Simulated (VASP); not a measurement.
Here is a VASP 6.6.1 calculation.

INCAR

```
SYSTEM = AlN
  ALGO = Normal
  EDIFF = 1E-6
  ENCUT = 520
  GGA = PE
  ISIF = 2
  ISMEAR = 0
  LASPH = .True.
  LCHARG = .True.
  LELF = .True.
  LREAL = .False.
  LVHAR = .True.
  LWAVE = .False.
  NBANDS = 16
  NELM = 80
  PREC = Accurate
  SIGMA = 0.01
```

Contents of KPOINTS:

```
k-points
0
Gamma
  8 8 4
  0 0 0
```

File POSCAR:

```
AlN
1.0
    3.1302701068      0.0000000000      0.0000000000
   -1.5651350534      2.7108934332      0.0000000000
    0.0000000000      0.0000000000      5.0179591164
Al N
2 2
Direct
    0.3333333333      0.6666666667      0.0002275865
    0.6666666667      0.3333333333      0.5002275865
    0.3333333333      0.6666666667      0.3817724135
    0.6666666667      0.3333333333      0.8817724135
```

Potentials or basis: VASP PAW PBE potentials, release 64 (Al, N).

Command:

```console
$ cat potpaw_PBE.64/Al/POTCAR potpaw_PBE.64/N/POTCAR > POTCAR
$ mpirun -np 1 vasp_std > vasp.out
```

Problem. Estimate the pressure.

Solution. -0.3 GPa.

Problem. Estimate the band gap on the k mesh.

Solution. 4.04 eV, direct.

Expect the measured gap to be larger: semilocal functionals such as PBE lack the derivative discontinuity.
